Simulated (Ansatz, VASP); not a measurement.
## Na: VASP beside Ansatz

```
Na
1.0
    -2.09744    2.09744    2.09744
     2.09744   -2.09744    2.09744
     2.09744    2.09744   -2.09744
Na
1
Direct
  0.00000 0.00000 0.00000
```

Alike in both runs: functional PBE; k mesh 13 × 13 × 13; occupations fermi-dirac, width 0.08 eV; no spin polarisation.

Ansatz relaxed the structure, and its values are those at the end. VASP's run is a single point on that final structure, the one shown.

|  | VASP | Ansatz |
| --- | --- | --- |
| version | VASP 6.6.1 | Ansatz 0.2.0 |
| potentials or method | VASP PAW PBE potentials, release 64 (Na_pv) | PAW with Ansatz's default frozen-core files, scalar-relativistic |
| plane-wave cutoff (eV) | 520 | 420 |
| valence electrons in the cell | 7 | 9 |

```csv
,VASP,Ansatz,Ansatz less VASP
pressure (GPa),0.0,0.0,0.00
```

VASP's potentials hold 7 valence electrons a cell and Ansatz's 9, so a difference there can come from the potentials and not from the codes.
